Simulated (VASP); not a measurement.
Here is a VASP 6.6.1 calculation.

The input INCAR:

```
SYSTEM = SiC
PREC = Accurate ; ENCUT = 520
EDIFF = 1E-6 ; ISMEAR = 0
SIGMA = 0.05 ; LREAL = .False.
LASPH = .True. ; NELM = 80
ALGO = Normal ; ISIF = 2
LWAVE = .False. ; LCHARG = .False.
GGA = PS ; NBANDS = 11
```

The input KPOINTS:

```
regular mesh
0
Gamma
  10 10 10
  0 0 0
```

POSCAR

```
SiC
1.0
    0.0000000000      2.1489657966      2.1489657966
    2.1489657966      0.0000000000      2.1489657966
    2.1489657966      2.1489657966      0.0000000000
Si C
1 1
Direct
    0.0000000000      0.0000000000      0.0000000000
    0.7500000000      0.7500000000      0.7500000000
```

Potentials or basis: VASP PAW PBE potentials, release 64 (Si, C).

Command:

```console
$ cat potpaw_PBE.64/Si/POTCAR potpaw_PBE.64/C/POTCAR > POTCAR
$ mpirun -np 1 vasp_std > vasp.out
```

**Question.** Predict the band gap on the k mesh.

**Answer.** 1.20 eV, indirect (least direct gap 4.49 eV).

**Question.** Estimate the pressure.

**Answer.** 10.2 GPa.

Caveat: the PAW data sets were made with another functional, which shifts forces and pressure a little. A k mesh can miss the band edges.
